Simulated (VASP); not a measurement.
Runs of VASP 6.6.1 on WC. The structure is that of space group Fm-3m (No. 225), or close to it. The cells are those of the table. 

```tsv
cell	gap on the mesh (eV)	pressure (GPa)
a = 3.059 Å, angles 60.0°, 2 atoms	none	1.5
a = 3.142 Å, angles 60.0°, 2 atoms	none	-26.1
a = 3.101 Å, angles 60.0°, 2 atoms	none	-13.8
a = 3.182 Å, angles 60.0°, 2 atoms	none	(a)
```

Alike in all rows: task single point; level LDA; potentials or basis VASP PAW LDA potentials, release 64 (W_sv, C); no spin polarisation; k mesh 11 × 11 × 11; cutoff (eV) 520; smearing methfessel-paxton 0.1 eV.

Problem. Estimate the missing entries.

Solution. (a) -35.9.

Caveats: spin-orbit coupling is left out, which moves the levels of the heavy elements.

A k mesh can miss the band edges, and the runs leave out spin-orbit coupling on W.

A gap of «none» marks levels without a gap at the run's occupations.
